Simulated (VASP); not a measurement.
A run of VASP 6.6.1 is set up as follows.

The input INCAR:

```
  PREC = Accurate
  ENCUT = 520
  EDIFF = 1E-8
  ISMEAR = -1
  SIGMA = 0.05
  LREAL = F
  LASPH = T
  NELM = 60
  ALGO = Normal
  ISIF = 2
  LWAVE = F
  LCHARG = F
  LEFG = T
  NBANDS = 9
```

KPOINTS

```
Automatic mesh
0
Gamma
  12 12 7
```

File POSCAR:

```
Mg
1.0
    3.2092715325      0.0320927153      0.0320927153
   -1.5768426594      2.7632643171      0.0117467491
    0.0521033000      0.0521033000      5.2103300000
Mg
2
Direct
    0.3333333333      0.6666666667      0.2500000000
    0.6666666667      0.3333333333      0.7500000000
```

Potentials or basis: VASP PAW LDA potentials, release 64 (Mg).

Launch:

```bash
$ cat potpaw_LDA.64/Mg/POTCAR > POTCAR
$ mpirun -np 1 vasp_std > vasp.out
```

Q: Predict the largest force.

A: 0.009 eV/Å.

Q: What does it give for the band gap on the k mesh?

A: Zero (bands 2 and 3 overlap by 2.29 eV).

Q: Predict the pressure.

A: -2.8 GPa.

Stress tensor (GPa, compression positive):
```
-2.57 -0.16 -0.34
-0.16 -2.57 -0.31
-0.34 -0.31 -3.21
```

Caveat: the cell differs from its parent crystal (equal xy, yz and zx shear strains of +2 %); without QUAD_EFG the Cq values of the log hold for a quadrupole moment of 1 mb, not for the nuclei.
